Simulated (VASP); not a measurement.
Wanted: the native input for a VASP 6.6.1 run.

- Task: single point
- Functional: PBEsol
- Potentials or basis: VASP PAW PBE potentials, release 64 (Zr_sv, B)
- Cutoff: 500 eV
- k mesh: 10 × 10 × 10
- Occupations: fermi-dirac, width 0.1 eV
- Spin: no spin polarisation
- Dipole correction: no
- Further INCAR settings: ALGO = Normal; EDIFF = 1e-06; NBANDS = 14

The structure of ZrB lies in POSCAR:

```
ZrB
1.0
    0.0000000000      2.3250000000      2.3250000000
    2.3250000000      0.0000000000      2.3250000000
    2.3250000000      2.3250000000      0.0000000000
Zr B
1 1
Direct
    0.0000000000      0.0000000000      0.0000000000
    0.5000000000      0.5000000000      0.5000000000
```

These files were run (other wordings do the same):

INCAR

```
SYSTEM = ZrB
PREC     = Accurate       ! precision mode
ENCUT    = 500            ! plane-wave cutoff, eV
EDIFF    = 1E-6           ! SCF threshold, eV
ISMEAR   = -1             ! smearing method
SIGMA    = 0.1            ! smearing width, eV
LREAL    = .False.        ! projectors in reciprocal space
LASPH    = .True.         ! aspherical terms in the spheres
NELM     = 120            ! most SCF steps
ALGO     = Normal         ! electronic algorithm
ISIF     = 2              ! what is computed and relaxed
LWAVE    = .False.        ! write WAVECAR
LCHARG   = .False.        ! write CHGCAR
GGA      = PS             ! functional
NBANDS   = 14             ! bands
GGA_COMPAT= .False.
```

KPOINTS

```
regular mesh
0
Gamma
  10 10 10
  0 0 0
```

Potentials or basis: VASP PAW PBE potentials, release 64 (Zr_sv, B).

The run is started by

```sh
$ cat potpaw_PBE.64/Zr_sv/POTCAR potpaw_PBE.64/B/POTCAR > POTCAR
$ mpirun -np 1 vasp_std > vasp.out
```

Results of the run:

The pressure is 29.7 GPa and the band gap on the k mesh is zero (an odd number of electrons rules out a gap without spin polarisation).

Caveat: the cell stands under pressure; the PAW data sets were made with another functional, which shifts forces and pressure a little.

It took 7.8 s on 1 thread of Intel(R) Xeon(R) Platinum 8488C (Sapphire Rapids) (shared host), peak memory 0.14 GiB.
